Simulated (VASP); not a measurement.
# Co (P6_3/mmc) in VASP: single point with PBEsol

Aim: the single point of Co with PBEsol.

Everything below comes from runs of VASP 6.6.1. Logs are shortened: lines on timing, memory, paths and dates and some standing lists are left out, and cuts for length are marked.

## (1) The cell of the first run

Symmetry: P6_3/mmc, No. 194, hexagonal system. Conventional cell: a = 2.456 Å, b = 2.456 Å, c = 3.989 Å, α = 90.00°, β = 90.00°, γ = 120.00°. Co (site symmetry -6m2) has 12 Co at 2.45 to 2.46 Å within 3.2 Å.

## (2) Single point, PBEsol, collinear spin, ferromagnetic start (strain +0.0050 x Voigt [0, 0, 1, 0, 0, 0])

File INCAR:

```
SYSTEM = Co
ALGO     = Normal         ! electronic algorithm
EDIFF    = 1E-7           ! SCF threshold, eV
ENCUT    = 520            ! plane-wave cutoff, eV
GGA      = PS             ! functional
ISIF     = 2              ! what is computed and relaxed
ISMEAR   = 0              ! smearing method
ISPIN    = 2              ! spin polarisation
LASPH    = .True.         ! aspherical terms in the spheres
LCHARG   = .True.         ! write CHGCAR
LELF     = .True.         ! ELF
LMAXMIX  = 4              ! l up to which the mixer works
LORBIT   = 11             ! projections on sites
LREAL    = .False.        ! projectors in reciprocal space
LVHAR    = .True.       
LWAVE    = .False.        ! write WAVECAR
MAGMOM   = 1.8 1.8        ! initial moments
NBANDS   = 20             ! bands
NELM     = 150            ! most SCF steps
PREC     = Accurate       ! precision mode
SIGMA    = 0.15           ! smearing width, eV
```

File KPOINTS:

```
k-points
0
Gamma
  30 30 16
  0 0 0
```

File POSCAR:

```
Co
1.0
    2.4564189030      0.0000000000      0.0000000000
   -1.2282094515      2.1273211723      0.0000000000
    0.0000000000      0.0000000000      3.9893184424
Co
2
Direct
    0.6666666667      0.3333333333      0.2500000000
    0.3333333333      0.6666666667      0.7500000000
```

Potentials or basis: VASP PAW PBE potentials, release 64 (Co).

Launch:

```console
$ cat potpaw_PBE.64/Co/POTCAR > POTCAR
$ mpirun -np 1 vasp_std > vasp.out
```

OUTCAR:

```text
SYSTEM = Co
   EDIFF = 1E-7
   ENCUT = 520
   GGA = PS
   ISIF = 2
   ISMEAR = 0
   ISPIN = 2
   LASPH = .True.
   LORBIT = 11
   LREAL = .False.
   NELM = 150
   PREC = Accurate

 ion  position               nearest neighbor table
   1  0.667  0.333  0.250-   2 2.45   2 2.45   2 2.45   2 2.45   2 2.45   2 2.45
   2  0.333  0.667  0.750-   1 2.45   1 2.45   1 2.45   1 2.45   1 2.45   1 2.45

  LATTYP: Found a hexagonal cell.
 ALAT       =     2.4564189030
 C/A-ratio  =     1.6240383257

  Lattice vectors:

 A1 = (   2.4564189030,   0.0000000000,   0.0000000000)
 A2 = (  -1.2282094515,   2.1273211723,   0.0000000000)
 A3 = (   0.0000000000,   0.0000000000,   3.9893184424)

Analysis of symmetry for initial positions (statically):
=====================================================================
 Subroutine PRICEL returns:
 Original cell was already a primitive cell.

 Routine SETGRP: Setting up the symmetry group for a
 hexagonal supercell.

 Subroutine GETGRP returns: Found 24 space group operations
 (whereof 12 operations were pure point group operations)
 out of a pool of 24 trial point group operations.

The static configuration has the point symmetry D_3d.
 The point group associated with its full space group is D_6h.

Analysis of symmetry for dynamics (positions and initial velocities):
=====================================================================
 Subroutine PRICEL returns:
 Original cell was already a primitive cell.

 Routine SETGRP: Setting up the symmetry group for a
 hexagonal supercell.

 Subroutine GETGRP returns: Found 24 space group operations
 (whereof 12 operations were pure point group operations)
 out of a pool of 24 trial point group operations.

The dynamic configuration has the point symmetry D_3d.
 The point group associated with its full space group is D_6h.

Analysis of structural, dynamic, and magnetic symmetry:
=====================================================================
 Subroutine PRICEL returns:
 Original cell was already a primitive cell.

 Routine SETGRP: Setting up the symmetry group for a
 hexagonal supercell.

 Subroutine GETGRP returns: Found 24 space group operations
 (whereof 12 operations were pure point group operations)
 out of a pool of 24 trial point group operations.

The overall configuration has the point symmetry D_3d.
 The point group associated with its full space group is D_6h.

 Subroutine INISYM returns: Found 24 space group operations
 (whereof 12 operations are pure point group operations),
 and found     1 'primitive' translations

----------------------------------------------------------------------------------------

                                     Primitive cell

  volume of cell :      20.8466

  direct lattice vectors                    reciprocal lattice vectors
     2.456418903  0.000000000  0.000000000     0.407096688  0.235037382  0.000000000
    -1.228209451  2.127321172  0.000000000     0.000000000  0.470074765  0.000000000
     0.000000000  0.000000000  3.989318442     0.000000000  0.000000000  0.250669385

  length of vectors
     2.456418903  2.456418903  3.989318442     0.470074765  0.470074765  0.250669385

  position of ions in fractional coordinates (direct lattice)
     0.666666667  0.333333333  0.250000000
     0.333333333  0.666666667  0.750000000

  ion indices of the primitive-cell ions
   primitive index   ion index
                 1           1
                 2           2

----------------------------------------------------------------------------------------

 KPOINTS: k-points

Automatic generation of k-mesh.
 Grid dimensions read from file:
 generate k-points for:   30   30   16

 Generating k-lattice:

  Cartesian coordinates                     Fractional coordinates (reciprocal lattice)
     0.013569890  0.007834579  0.000000000     0.033333333  0.000000000  0.000000000
     0.000000000  0.015669159  0.000000000     0.000000000  0.033333333  0.000000000
     0.000000000  0.000000000  0.015666837     0.000000000  0.000000000  0.062500000

  Length of vectors
     0.015669159  0.015669159  0.015666837

  Shift w.r.t. Gamma in fractional coordinates (k-lattice)
     0.000000000  0.000000000  0.000000000

 Subroutine IBZKPT returns following result:
 ===========================================

 Found    819 irreducible k-points:

 Following reciprocal coordinates:
            Coordinates               Weight
  0.000000  0.000000  0.000000      1.000000
  0.033333  0.000000  0.000000      6.000000
  0.066667  0.000000  0.000000      6.000000
  0.100000  0.000000  0.000000      6.000000
  0.133333  0.000000  0.000000      6.000000
  0.166667  0.000000  0.000000      6.000000
[... 16 lines left out ...]
  0.233333  0.033333  0.000000     12.000000
  0.266667  0.033333  0.000000     12.000000
 [... further k-points ...]
   k-points           NKPTS =    819   k-points in BZ     NKDIM =    819   number of bands    NBANDS=     20
   number of dos      NEDOS =    301   number of ions     NIONS =      2
   total plane-waves  NPLWV =   9720
   dimension x,y,z NGX =    18 NGY =   18 NGZ =   30
   dimension x,y,z NGXF=    36 NGYF=   36 NGZF=   60
   ions per type =               2
   NGX,Y,Z   is equivalent  to a cutoff of  12.18, 12.18, 12.50 a.u.
   NGXF,Y,Z  is equivalent  to a cutoff of  24.36, 24.36, 25.00 a.u.
 SYSTEM =  Co
   PREC   = accura    normal or accurate (medium, high low for compatibility)
   ISTART =      0    job   : 0-new  1-cont  2-samecut
   ICHARG =      2    charge: 1-file 2-atom 10-const
   ISPIN  =      2    spin polarized calculation?
   LNONCOLLINEAR =      F non collinear calculations
   LSORBIT =      F    spin-orbit coupling
   LASPH  =      T    aspherical Exc in radial PAW
   ENCUT  =  520.0 eV  38.22 Ry    6.18 a.u.   4.57  4.57  7.42*2*pi/ulx,y,z
   NELM   =    150;   NELMIN=  2; NELMDL= -5     # of ELM steps
   EDIFF  = 0.1E-06   stopping-criterion for ELM
   LREAL  =      F    real-space projection
   EDIFFG = 0.1E-05   stopping-criterion for IOM
   NSW    =      0    number of steps for IOM
   IBRION =     -1    ionic relax: 0-MD 1-quasi-New 2-CG
   NFREE  =      0    steps in history (QN), initial steepest desc. (CG)
   ISIF   =      2    stress and relaxation
   ISYM   =      2    0-nonsym 1-usesym 2-fastsym
   POTIM  = 0.5000    time-step for ionic-motion
   TEBEG  =    0.0;   TEEND  =   0.0 temperature during run
   PSTRESS=    0.0 pullay stress
   NELECT =      18.0000    total number of electrons
   NUPDOWN=      -1.0000    fix difference up-down
   EMIN   =  10.00;   EMAX   =-10.00  energy-range for DOS
   EFERMI =   0.00;   METHOD = LEGACY
   ISMEAR =     0;   SIGMA  =   0.15  broadening in eV -4-tet -1-fermi 0-gaus
   EFERMI_NEDOS =   21; number of points for ismear=-14 and -15
   IALGO  =     38    algorithm
   IMIX   =      4    mixing-type and parameters
     AMIX     =   0.40;   BMIX     =  1.00
     AMIX_MAG =   1.60;   BMIX_MAG =  1.00
  volume/ion in A,a.u.               =      10.42        70.34
  Fermi-wavevector in a.u.,A,eV,Ry     =   1.558910  2.945912 33.064867  2.430199
  Thomas-Fermi vector in A             =   2.662345
   LORBIT       =     11    0 simple, 1 ext, 2 COOP (PROOUT), +10 PAW based schemes
   GGA     = PS    functional components
   LHFCALC =     F    Hartree Fock is set to
   AEXX    =    0.0000 exact exchange contribution
   IVDW    =     0    specifies the selected vdW correction
   LEPSILON=     F    determine dielectric tensor
   LRPA    =     F    only Hartree local field effects (RPA)
 spin polarized calculation
 Gauss-broadening in eV      SIGMA  =   0.15
  energy-cutoff  :      520.00
  volume of cell :       20.85
 maximum number of plane-waves:       578
   NGX =  9   NGY =  9   NGZ = 15

 number of electron      17.9999974 magnetization       3.1416587

 Free energy of the ion-electron system (eV)
  ---------------------------------------------------
  ext. energy  EPLUGINS =         0.00000000
  ---------------------------------------------------
  free energy    TOTEN  =       -15.48137759 eV

  energy without entropy =      -15.46248670  energy(sigma->0) =      -15.47193214

 E-fermi :  10.6431     XC(G=0): -13.8175

 val. band max:       10.6425808692   @ k =   0.3333   0.2000   0.4375
 cond. band min:      10.6433128770   @ k =   0.1333   0.1333   0.0625
 fundamental gap:      0.0007320078
 Fermi energy:        10.6431405370

 spin component 1

 k-point     1 :       0.0000    0.0000    0.0000
  band No.  band energies     occupation
      1       1.4377      1.00000
      2       5.3102      1.00000
      3       7.9810      1.00000
      4       8.0304      1.00000
      5       8.0304      1.00000
      6       8.3615      1.00000
[... 12 lines left out ...]
     19      37.2715      0.00000
     20      37.2715      0.00000
[... 507 lines left out ...]
 k-point    24 :       0.2667    0.0333    0.0000
  band No.  band energies     occupation
      1       4.0260      1.00000
      2       6.1736      1.00000
      3       6.7606      1.00000
      4       7.2948      1.00000
      5       8.0382      1.00000
      6       8.1425      1.00000
[... 12 lines left out ...]
     19      35.0508      0.00000
     20      38.2849      0.00000

 [... further k-points ...]

 spin component 2

 k-point     1 :       0.0000    0.0000    0.0000
  band No.  band energies     occupation
      1       1.5030      1.00000
      2       6.2403      1.00000
      3       9.5549      1.00000
      4       9.6074      1.00000
      5       9.6074      1.00000
      6       9.9905      1.00000
[... 12 lines left out ...]
     19      37.6159      0.00000
     20      37.6159      0.00000
[... 507 lines left out ...]
 k-point    24 :       0.2667    0.0333    0.0000
  band No.  band energies     occupation
      1       4.1737      1.00000
      2       7.3559      1.00000
      3       7.8820      1.00000
      4       8.5465      1.00000
      5       9.5262      1.00000
      6       9.7411      1.00000
[... 12 lines left out ...]
     19      35.5200      0.00000
     20      38.6435      0.00000

 [... further k-points ...]

------------------------ aborting loop because EDIFF is reached ----------------------------------------

  FORCE on cell =-STRESS in cart. coord.  units (eV):
  Direction    XX          YY          ZZ          XY          YZ          ZX
  --------------------------------------------------------------------------------------
  -------------------------------------------------------------------------------------
  Total       -0.1951119     -0.1951119     -0.4154038      0.0000000      0.0000000      0.0000000
  in kB      -14.9954753    -14.9954753    -31.9261723      0.0000000      0.0000000      0.0000000
  external PRESSURE =     -20.6390409 kB  Pullay stress =       0.0000000 kB

 VOLUME and BASIS-vectors are now :
 -----------------------------------------------------------------------------
  energy-cutoff  :      520.00
  volume of cell :       20.85
      direct lattice vectors                 reciprocal lattice vectors
     2.456418903  0.000000000  0.000000000     0.407096688  0.235037382  0.000000000
    -1.228209451  2.127321172  0.000000000     0.000000000  0.470074765  0.000000000
     0.000000000  0.000000000  3.989318442     0.000000000  0.000000000  0.250669385

 POSITION                                       TOTAL-FORCE (eV/Angst)
 -----------------------------------------------------------------------------------
      1.22821      0.70911      0.99733         0.000000     -0.000000      0.000000
     -0.00000      1.41821      2.99199        -0.000000      0.000000      0.000000
 -----------------------------------------------------------------------------------
    total drift:                                0.000000     -0.000000     -0.000000

  FREE ENERGIE OF THE ION-ELECTRON SYSTEM (eV)
  ---------------------------------------------------
  free  energy   TOTEN  =       -15.4813775854 eV

  energy  without entropy=      -15.4624866975  energy(sigma->0) =      -15.47193214

 total charge

# of ion       s       p       d       tot
------------------------------------------
    1        0.506   0.560   7.286   8.352
    2        0.506   0.560   7.286   8.352
--------------------------------------------------
tot          1.012   1.120  14.573  16.705

 magnetization (x)

# of ion       s       p       d       tot
------------------------------------------
    1       -0.015  -0.052   1.645   1.579
    2       -0.015  -0.052   1.645   1.579
--------------------------------------------------
tot         -0.030  -0.103   3.291   3.158
```

It took 9.2 min on 1 thread of Intel Xeon Platinum 8259CL at 2.50GHz (Skylake/Cascade Lake), shared host; peak memory 0.53 GiB.

Results:

| Quantity | Value |
| --- | --- |
| Free energy | -15.4814 eV |
| Pressure | -2.1 GPa |
| Net moment | 3.14 μB per cell |
| Site moments | Co +1.58 μB |
| Valence electrons inside the program's atomic spheres | Co 8.35 |

Stress tensor (GPa, compression positive):
```
-1.50  0.00  0.00
 0.00 -1.50  0.00
 0.00  0.00 -3.19
```

Caveat: the cell differs from its parent crystal (strain +0.0050 x Voigt [0, 0, 1, 0, 0, 0]); the PAW data sets were made with another functional, which shifts forces and pressure a little.
